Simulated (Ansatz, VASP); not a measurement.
# Al9H in VASP and in Ansatz

```
Al H
1.0
     5.70709    0.00000    0.00000
    -1.42677    9.70148    0.00000
     0.00000    0.00000   22.79037
Al H
18 2
Direct
  0.26622 0.06489 0.17551
  0.76622 0.06489 0.17551
  0.33548 0.34192 0.21920
  0.83548 0.34192 0.21920
  0.14933 0.59733 0.22794
  0.64933 0.59733 0.22794
  0.46318 0.85274 0.23668
  0.96318 0.85274 0.23668
  0.03198 0.12771 0.28083
  0.53198 0.12771 0.28083
  0.09979 0.40422 0.33011
  0.59979 0.40422 0.33011
  0.41440 0.65967 0.33698
  0.91440 0.65967 0.33698
  0.22631 0.91108 0.34493
  0.72631 0.91108 0.34493
  0.29624 0.18141 0.38571
  0.79624 0.18141 0.38571
  0.41060 0.91108 0.40545
  0.54202 0.91108 0.40545
```

Alike in both runs: task single point; functional PBE; k mesh 5 × 3 × 1; occupations gaussian, width 0.1 eV; no spin polarisation.

|  | VASP | Ansatz |
| --- | --- | --- |
| version | VASP 6.6.1 | Ansatz 0.2.0 |
| potentials or method | VASP PAW PBE potentials, release 64 (Al, H), cutoff 520 eV | scalar-relativistic, plane waves, PAW |
| valence electrons in the cell | 56 | 56 |

VASP gave:

| Item | Value |
| --- | --- |
| gap on the k mesh at the Fermi level (eV) | none |
| rms of the force components (eV/Å) | 0.564 |
| work function, face that differs most (eV) | 4.23 |

Problem. What did Ansatz give for the same quantities?

Solution. gap on the k mesh at the Fermi level (eV): none; rms of the force components (eV/Å): 0.566; work function, face that differs most (eV): 4.23.

Atom by atom the forces differ by 0.003 eV/Å (rms over components). A gap of «none» marks a metal or a gap that the smearing closes.
